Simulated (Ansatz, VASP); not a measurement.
# KInGaC6N6: VASP beside Ansatz

```
K In Ga C N
1.0
     0.00000    5.16350    5.16350
     5.16350    0.00000    5.16350
     5.16350    5.16350    0.00000
K In Ga C N
1 1 1 6 6
Direct
  0.75000 0.75000 0.75000
  0.50000 0.50000 0.50000
  0.00000 0.00000 0.00000
  0.81640 0.18360 0.18360
  0.18360 0.18360 0.81640
  0.81640 0.18360 0.81640
  0.18360 0.81640 0.81640
  0.81640 0.81640 0.18360
  0.18360 0.81640 0.18360
  0.70311 0.29689 0.29689
  0.29689 0.29689 0.70311
  0.70311 0.29689 0.70311
  0.29689 0.70311 0.70311
  0.70311 0.70311 0.29689
  0.29689 0.70311 0.29689
```

Alike in both runs: task single point; functional PBE; k mesh 4 × 4 × 4; occupations gaussian, width 0.1 eV; collinear spin.

|  | VASP | Ansatz |
| --- | --- | --- |
| version | VASP 6.6.1 | Ansatz 0.2.0 |
| potentials or method | VASP PAW PBE potentials, release 64 (K_sv, In_d, Ga_d, C, N), cutoff 520 eV | scalar-relativistic, plane waves, PAW |
| valence electrons in the cell | 89 | 89 |

```tsv
	VASP	Ansatz	Ansatz less VASP
gap on the k mesh at the Fermi level (eV)	none	none	-
pressure (GPa)	14.7	14.3	-0.36
rms of the force components (eV/Å)	0.930	1.108	+0.1779
net moment per atom (μB)	0.00	0.00	0.000
```

Atom by atom the forces differ by 0.204 eV/Å (rms over components). A gap of «none» marks a metal or a gap that the smearing closes. Ansatz's warnings: seeded moment not kept.

Noted on VASP's run: the standard files for N, O and F lose accuracy on very short bonds.
